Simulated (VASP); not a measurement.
# CaO (Fm-3m) in VASP: vibrations by perturbation theory with PBEsol

Aim: the vibrations by perturbation theory of CaO with PBEsol.

All numbers are computed with VASP 6.6.1; they aren't measurements. Logs are shortened: lines on timing, memory, paths and dates and some standing lists are left out, and cuts for length are marked.

## Step 1: The cell of the first run

Symmetry: Fm-3m, No. 225, cubic system. Conventional cell: a = 4.813 Å, b = 4.813 Å, c = 4.813 Å, α = 90.00°, β = 90.00°, γ = 90.00°. Ca (site symmetry m-3m) has 6 O at 2.41 Å within 3.2 Å. O (site symmetry m-3m) has 6 Ca at 2.41 Å within 3.2 Å.

## Step 2: Vibrations by perturbation theory, PBEsol

INCAR reads:

```
SYSTEM = CaO
ALGO = Normal
EDIFF = 1E-8
ENCUT = 520
GGA = PS
IBRION = 8
ISIF = 2
ISMEAR = 0
LASPH = .True.
LCHARG = .False.
LEPSILON = .True.
LREAL = .False.
LWAVE = .False.
NELM = 80
NSW = 1
PREC = Accurate
SIGMA = 0.01
```

KPOINTS reads:

```
k-points
0
Gamma
  6 6 6
  0 0 0
```

POSCAR reads:

```
CaO
1.0
    0.0000000000      2.4065000000      2.4065000000
    2.4065000000      0.0000000000      2.4065000000
    2.4065000000      2.4065000000      0.0000000000
Ca O
1 1
Direct
    0.0000000000      0.0000000000      0.0000000000
    0.5000000000      0.5000000000      0.5000000000
```

Potentials or basis: VASP PAW PBE potentials, release 64 (Ca_sv, O).

Command:

```sh
cat potpaw_PBE.64/Ca_sv/POTCAR potpaw_PBE.64/O/POTCAR > POTCAR
mpirun -np 1 vasp_std > vasp.out
```

OUTCAR:

```text
SYSTEM = CaO
   EDIFF = 1E-8
   ENCUT = 520
   GGA = PS
   IBRION = 8
   ISIF = 2
   ISMEAR = 0
   LASPH = .True.
   LEPSILON = .True.
   LREAL = .False.
   NELM = 80
   NSW = 1
   PREC = Accurate

 ion  position               nearest neighbor table
   1  0.000  0.000  0.000-   2 2.41   2 2.41   2 2.41   2 2.41   2 2.41   2 2.41
   2  0.500  0.500  0.500-   1 2.41   1 2.41   1 2.41   1 2.41   1 2.41   1 2.41

  LATTYP: Found a face centered cubic cell.
 ALAT       =     4.8130000000

  Lattice vectors:

 A1 = (   0.0000000000,   2.4065000000,   2.4065000000)
 A2 = (   2.4065000000,   0.0000000000,   2.4065000000)
 A3 = (   2.4065000000,   2.4065000000,   0.0000000000)

Analysis of symmetry for initial positions (statically):
=====================================================================
 Subroutine PRICEL returns:
 Original cell was already a primitive cell.

 Routine SETGRP: Setting up the symmetry group for a
 face centered cubic supercell.

 Subroutine GETGRP returns: Found 48 space group operations
 (whereof 48 operations were pure point group operations)
 out of a pool of 48 trial point group operations.

The static configuration has the point symmetry O_h .

Analysis of symmetry for dynamics (positions and initial velocities):
=====================================================================
 Subroutine PRICEL returns:
 Original cell was already a primitive cell.

 Routine SETGRP: Setting up the symmetry group for a
 face centered cubic supercell.

 Subroutine GETGRP returns: Found 48 space group operations
 (whereof 48 operations were pure point group operations)
 out of a pool of 48 trial point group operations.

The dynamic configuration has the point symmetry O_h .

 Subroutine INISYM returns: Found 48 space group operations
 (whereof 48 operations are pure point group operations),
 and found     1 'primitive' translations

----------------------------------------------------------------------------------------

                                     Primitive cell

  volume of cell :      27.8732

  direct lattice vectors                    reciprocal lattice vectors
     0.000000000  2.406500000  2.406500000    -0.207770621  0.207770621  0.207770621
     2.406500000  0.000000000  2.406500000     0.207770621 -0.207770621  0.207770621
     2.406500000  2.406500000  0.000000000     0.207770621  0.207770621 -0.207770621

  length of vectors
     3.403304938  3.403304938  3.403304938     0.359869272  0.359869272  0.359869272

  position of ions in fractional coordinates (direct lattice)
     0.000000000  0.000000000  0.000000000
     0.500000000  0.500000000  0.500000000

  ion indices of the primitive-cell ions
   primitive index   ion index
                 1           1
                 2           2

----------------------------------------------------------------------------------------

 KPOINTS: k-points

Automatic generation of k-mesh.
 Grid dimensions read from file:
 generate k-points for:    6    6    6

[... 379 lines left out ...]
 ------------------------------------------------------

 Free energy of the ion-electron system (eV)
  ---------------------------------------------------
  ---------------------------------------------------
  free energy    TOTEN  =        -0.23877623 eV

  energy without entropy =       -0.23877623

------------------------ aborting loop because EDIFF is reached ----------------------------------------

--------------------------------------- Ionic step        2  -------------------------------------------

------------------------ aborting loop because EDIFF is reached ----------------------------------------

--------------------------------------- Ionic step        3  -------------------------------------------

------------------------ aborting loop because EDIFF is reached ----------------------------------------

 PIEZOELECTRIC TENSOR FIELD DIRECTION 3  (e Angst)
 -----------------------------------------------------------------------------
     0.00012  0.00000 -0.00000           ( -0.00001  0.00000 -0.00000)
     0.00000  0.00012  0.00000           (  0.00000 -0.00001  0.00000)
    -0.00000  0.00000 -0.00114           ( -0.00000  0.00000 -0.00000)

 PIEZOELECTRIC TENSOR FIELD DIRECTION 3  (C/m^2)
 -----------------------------------------------------------------------------
     0.00007  0.00000 -0.00000
     0.00000  0.00007  0.00000
    -0.00000  0.00000 -0.00065

--------------------------------------- Ionic step        4  -------------------------------------------

------------------------ aborting loop because EDIFF is reached ----------------------------------------

[... ionic steps 5 to 6 ...]

--------------------------------------- Ionic step        7  -------------------------------------------

 Free energy of the ion-electron system (eV)
  ---------------------------------------------------
  ---------------------------------------------------
  free energy    TOTEN  =        -0.36192144 eV

  energy without entropy =       -0.36192144

------------------------ aborting loop because EDIFF is reached ----------------------------------------

 INTERNAL STRAIN TENSOR  FOR ION    2  DIRECTION 1   (eV/Angst):
 -----------------------------------------------------------------------------
     0.01468 -0.00000 -0.00000
    -0.00000 -0.00995  0.00000
     0.00000  0.00000 -0.00995

 MACROSCOPIC STATIC DIELECTRIC TENSOR (including local field effects in DFT)
 ------------------------------------------------------
           3.857946    -0.000000     0.000000
          -0.000000     3.857946     0.000000
          -0.000000     0.000000     3.857946
 ------------------------------------------------------

 PIEZOELECTRIC TENSOR (including local field effects)  for field in x, y, z        (e  Angst)
          XX          YY          ZZ          XY          YZ          ZX
  --------------------------------------------------------------------------------
  x     0.00000     0.00000     0.00000     0.00000     0.00000     0.00000
  y     0.00000     0.00000     0.00000     0.00000     0.00000     0.00000
  z     0.00000     0.00000     0.00000     0.00000     0.00000     0.00000

 PIEZOELECTRIC TENSOR (including local field effects)  for field in x, y, z        (C/m^2)
          XX          YY          ZZ          XY          YZ          ZX
  --------------------------------------------------------------------------------
  x     0.00000     0.00000     0.00000     0.00000     0.00000     0.00000
  y     0.00000     0.00000     0.00000     0.00000     0.00000     0.00000
  z     0.00000     0.00000     0.00000     0.00000     0.00000     0.00000

 BORN EFFECTIVE CHARGES (including local field effects) (in |e|, cummulative output)
 ---------------------------------------------------------------------------------
 ion    1
    1     2.35621     0.00000     0.00000
    2    -0.00000     2.35621     0.00000
    3     0.00000     0.00000     2.35621
 ion    2
    1    -2.35621    -0.00000     0.00000
    2     0.00000    -2.35621     0.00000
    3     0.00000     0.00000    -2.35621

 INTERNAL STRAIN TENSOR FOR ION    2 for displacements in x,y,z  (eV/Angst):
          X           Y           Z          XY          YZ          ZX
  --------------------------------------------------------------------------------
  x     0.00000     0.00000     0.00000     0.00000     0.00000     0.00000
  y     0.00000     0.00000     0.00000     0.00000     0.00000     0.00000
  z     0.00000     0.00000     0.00000     0.00000     0.00000     0.00000

 SECOND DERIVATIVES (NOT SYMMETRIZED)
 ------------------------------------
               1X          1Y          1Z          2X          2Y          2Z
  1X    -2.839933    0.000000    0.000000    2.839933    0.000000    0.000000
  1Y     0.000000   -2.839933    0.000000    0.000000    2.839933    0.000000
  1Z     0.000000    0.000000   -2.839933    0.000000    0.000000    2.839933
  2X     2.791430    0.000000    0.000000   -2.791430    0.000000    0.000000
  2Y     0.000000    2.791430    0.000000    0.000000   -2.791430    0.000000
  2Z     0.000000    0.000000    2.791430    0.000000    0.000000   -2.791430

 Eigenvectors and eigenvalues of the dynamical matrix
 ----------------------------------------------------

   1 f  =    7.743272 THz    48.652413 2PiTHz  258.287751 cm-1    32.023585 meV
             X         Y         Z           dx          dy          dz
      0.000000  0.000000  0.000000     0.000000    0.000000   -0.537447
      2.406500  2.406500  2.406500     0.000000   -0.000000    0.843298
[... 21 lines left out ...]
   6 f/i=    0.030228 THz     0.189927 2PiTHz    1.008289 cm-1     0.125012 meV
             X         Y         Z           dx          dy          dz
      0.000000  0.000000  0.000000    -0.707206   -0.382028    0.255079
      2.406500  2.406500  2.406500    -0.450713   -0.243473    0.162566

--------------------------------------------------------------------------------------------------------

 MACROSCOPIC STATIC DIELECTRIC TENSOR IONIC CONTRIBUTION
 ------------------------------------------------------
          12.799937     0.000000     0.000000
           0.000000    12.799937     0.000000
           0.000000     0.000000    12.799937
 ------------------------------------------------------

 ELASTIC MODULI CONTR FROM IONIC RELAXATION (kBar)
 Direction    XX          YY          ZZ          XY          YZ          ZX
 --------------------------------------------------------------------------------
 XX           0.0000      0.0000      0.0000      0.0000      0.0000      0.0000
 YY           0.0000      0.0000      0.0000      0.0000      0.0000      0.0000
 ZZ           0.0000      0.0000      0.0000      0.0000      0.0000      0.0000
 XY           0.0000      0.0000      0.0000      0.0000      0.0000      0.0000
 YZ           0.0000      0.0000      0.0000      0.0000      0.0000      0.0000
 ZX           0.0000      0.0000      0.0000      0.0000      0.0000      0.0000
 --------------------------------------------------------------------------------

 PIEZOELECTRIC TENSOR IONIC CONTR  for field in x, y, z        (C/m^2)
          XX          YY          ZZ          XY          YZ          ZX
  --------------------------------------------------------------------------------
  x     0.00000     0.00000     0.00000     0.00000     0.00000     0.00000
  y     0.00000     0.00000     0.00000     0.00000     0.00000     0.00000
  z     0.00000     0.00000     0.00000     0.00000     0.00000     0.00000
```

Run time: 5.7 min. Hardware: 1 thread of Intel Xeon 8259CL, shared host; peak memory 0.2 GiB.

Results:

```yaml
Electronic_dielectric_tensor_diagonal: 3.86
Born_charges_mean_of_the_diagonal: Ca +2.36; O -2.36 e
Highest_phonon_frequency_at_Γ_LO-TO_splitting_left_out: 258 cm⁻¹
```

Phonon frequencies in cm⁻¹ (negative: imaginary):
```csv
q point,frequencies
"(0.000, 0.000, 0.000)",-1 -1 -1 258 258 258
```

Electronic dielectric tensor:
```
3.86 0.00 0.00
0.00 3.86 0.00
0.00 0.00 3.86
```

Born effective charge tensors (e):
atom 1, Ca
```
2.36 0.00 0.00
0.00 2.36 0.00
0.00 0.00 2.36
```
atom 2, O
```
-2.36  0.00  0.00
 0.00 -2.36  0.00
 0.00  0.00 -2.36
```

Caveat: the k points lie up to 0.38 Å⁻¹ apart; the cell stands under pressure or tension, which shifts response properties.
